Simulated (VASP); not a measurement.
# Zr3S8 in VASP: further runs, part 2 of 2

VASP 6.6.1.

### 3 Single point, PBEsol

This run uses another cell than the first one.

File INCAR:

```
SYSTEM = Zr3S8
  PREC = Accurate
  ENCUT = 400
  EDIFF = 1E-6
  ISMEAR = 0
  SIGMA = 0.05
  LREAL = .False.
  LASPH = .True.
  NELM = 120
  ALGO = Normal
  ISIF = 2
  LWAVE = .False.
  LCHARG = .False.
  LDIPOL = .True.
  IDIPOL = 3
  DIPOL = 0.5 0.5 0.500
  GGA = PS
  ISYM = 0
  NBANDS = 53
  GGA_COMPAT = .False.
  NELMDL = -8
```

File KPOINTS:

```
regular mesh
0
Gamma
  8 4 1
  0 0 0
```

File POSCAR:

```
Zr3S8
1.0
    3.6273864348      0.0000000000      0.0000000000
   -1.8136932174      6.6672420203      0.0000000000
    0.0000000000      0.0000000000     23.7582192531
S Zr
8 3
Direct
    0.1716433583      0.3435428958      0.3206087480
    0.0158671569      1.0320214811      0.3185830788
    0.7706799621      0.5415294260      0.4295056807
    0.0476659477      0.0957978459      0.4571950824
    0.3964038941      0.7923069498      0.5428113194
    0.6732915794      0.3464851007      0.5704570505
    0.4280997522     -0.1441235864      0.6814519149
    0.2723216516      0.5443786227      0.6793656755
    0.5941868251      0.1887098710      0.3857564704
    0.2220259320      0.4440829447      0.5000067802
    0.8498336070      0.6993077813      0.6142581994
```

Potentials or basis: VASP PAW PBE potentials, release 64 (S, Zr_sv).

Started as:

```console
> cat potpaw_PBE.64/S/POTCAR potpaw_PBE.64/Zr_sv/POTCAR > POTCAR
> mpirun -np 1 vasp_std > vasp.out
```

OUTCAR:

```text
SYSTEM = Zr3S8
   PREC = Accurate
   ENCUT = 400
   EDIFF = 1E-6
   ISMEAR = 0
   LREAL = .False.
   LASPH = .True.
   NELM = 120
   ISIF = 2
   GGA = PS
   ISYM = 0
   NELMDL = -8

 ion  position               nearest neighbor table
   1  0.172  0.344  0.321-   2 2.08   9 2.60   9 2.60
   2  0.016  0.032  0.319-   1 2.08   9 2.63   9 2.63
   3  0.771  0.542  0.430-  10 2.55  10 2.55   9 2.57
   4  0.048  0.096  0.457-  10 2.54   9 2.56   9 2.56
   5  0.396  0.792  0.543-  10 2.53  11 2.56  11 2.56
   6  0.673  0.346  0.570-  10 2.55  10 2.55  11 2.57
   7  0.428  0.856  0.681-   8 2.08  11 2.63  11 2.63
   8  0.272  0.544  0.679-   7 2.08  11 2.60  11 2.60
   9  0.594  0.189  0.386-   4 2.56   4 2.56   3 2.57   1 2.60   1 2.60   2 2.63   2 2.63  10 3.68
                            10 3.68
  10  0.222  0.444  0.500-   5 2.53   4 2.54   6 2.55   6 2.55   3 2.55   3 2.55  11 3.68   9 3.68
                            11 3.68   9 3.68
[... 1196 lines left out ...]
     53       3.0735      0.00000

------------------------ aborting loop because EDIFF is reached ----------------------------------------

 vacuum level on the upper side and lower side of the slab       (xc-potential included)        -0.101        -0.097

  FORCE on cell =-STRESS in cart. coord.  units (eV):
  Direction    XX          YY          ZZ          XY          YZ          ZX
  --------------------------------------------------------------------------------------
  -------------------------------------------------------------------------------------
  Total       -3.1278207     -0.3205401     -0.0156616     -0.0075470     -0.1176644     -0.0011704
  in kB       -8.7216469     -0.8937973     -0.0436711     -0.0210440     -0.3280967     -0.0032636
  external PRESSURE =      -3.2197051 kB  Pullay stress =       0.0000000 kB

 VOLUME and BASIS-vectors are now :
 -----------------------------------------------------------------------------
  energy-cutoff  :      400.00
  volume of cell :      574.58
      direct lattice vectors                 reciprocal lattice vectors
     3.627386435  0.000000000  0.000000000     0.275680581  0.074993528  0.000000000
    -1.813693217  6.667242020  0.000000000     0.000000000  0.149987056  0.000000000
     0.000000000  0.000000000 23.758219253     0.000000000  0.000000000  0.042090697

 POSITION                                       TOTAL-FORCE (eV/Angst)
 -----------------------------------------------------------------------------------
     -0.00046      2.29048      7.61709        -0.000649     -0.088243     -0.005089
     -0.00052      0.21349      7.56897        -0.000572      0.095112     -0.002004
      1.81339      3.61051     10.20429         0.000819      0.013114     -0.007904
     -0.00085      0.63871     10.86214         0.002339     -0.008863      0.009882
      0.00091      5.28250     12.89623        -0.002475      0.009752     -0.005725
      1.81387      2.31010     13.55304        -0.000338     -0.010832      0.014840
      0.00059      5.70634     16.19008         0.000124     -0.093145      0.001971
      0.00048      3.62950     16.14052         0.001046      0.084918      0.006841
      1.81308      1.25817      9.16489         0.000587      0.004151     -0.008872
     -0.00006      2.96081     11.87927         0.000005     -0.001266     -0.006912
      1.81435      4.66245     14.59368        -0.000887     -0.004697      0.002971
 -----------------------------------------------------------------------------------
    total drift:                                0.000659     -0.000096     -0.000022

  FREE ENERGIE OF THE ION-ELECTRON SYSTEM (eV)
  ---------------------------------------------------
  free  energy   TOTEN  =       -76.0933717299 eV

  energy  without entropy=      -76.0933717299  energy(sigma->0) =      -76.09337173

 vacuum level on the upper side and lower side of the slab         4.385         4.390
```

OSZICAR:

```text
N       E                     dE             d eps       ncg     rms          rms(c)
DAV:   1     0.664581287062E+03    0.66458E+03   -0.32476E+04  2244   0.106E+03
DAV:   2     0.148960650894E+01   -0.66309E+03   -0.64851E+03  2504   0.286E+02
DAV:   3    -0.761511925484E+02   -0.77641E+02   -0.76988E+02  2488   0.895E+01
[... 21 lines left out ...]
DAV:  25    -0.760933653219E+02   -0.11523E-05   -0.45360E-08  1224   0.622E-04    0.258E-04
DAV:  26    -0.760933691081E+02   -0.37862E-05   -0.48254E-08  1224   0.543E-04    0.260E-04
DAV:  27    -0.760933701289E+02   -0.10208E-05   -0.16514E-08  1224   0.325E-04    0.271E-04
DAV:  28    -0.760933711397E+02   -0.10108E-05   -0.86785E-09  1224   0.262E-04    0.115E-04
DAV:  29    -0.760933717299E+02   -0.59012E-06   -0.84562E-09  1224   0.219E-04
   1 F= -.76093372E+02 E0= -.76093372E+02  d E =-.590886E-24
```

stdout:

```text
POSCAR found type information on POSCAR S Zr
 POSCAR found :  2 types and      11 ions
 scaLAPACK will be used
 -----------------------------------------------------------------------------
|                                                                             |
|                                                                             |
|     You enforced a specific xc type in the INCAR file but a different       |
[... 22 lines left out ...]
 -----------------------------------------------------------------------------

 POSCAR, INCAR and KPOINTS ok, starting setup
 FFT: planning ... GRIDC
 FFT: planning ... GRID_SOFT
 FFT: planning ... GRID
 WAVECAR not read
 entering main loop
```

Run time: 6.8 min. Hardware: 1 thread of AMD EPYC 9R45 (Zen 5), shared host; peak memory 0.58 GiB.

What came out:

| Quantity | Value |
| --- | --- |
| Free energy | -76.0934 eV |
| Largest force | 0.095 eV/Å |
| Band gap on the k mesh | 0.87 eV |

Forces in eV/Å, atoms in the order of the input:
```
S   -0.001 -0.088 -0.005
S   -0.001  0.095 -0.002
S    0.001  0.013 -0.008
S    0.002 -0.009  0.010
S   -0.002  0.010 -0.006
S    0.000 -0.011  0.015
S    0.000 -0.093  0.002
S    0.001  0.085  0.007
Zr   0.001  0.004 -0.009
Zr   0.000 -0.001 -0.007
Zr  -0.001 -0.005  0.003
```

Caveat: the PAW data sets were made with another functional, which shifts forces and pressure a little.
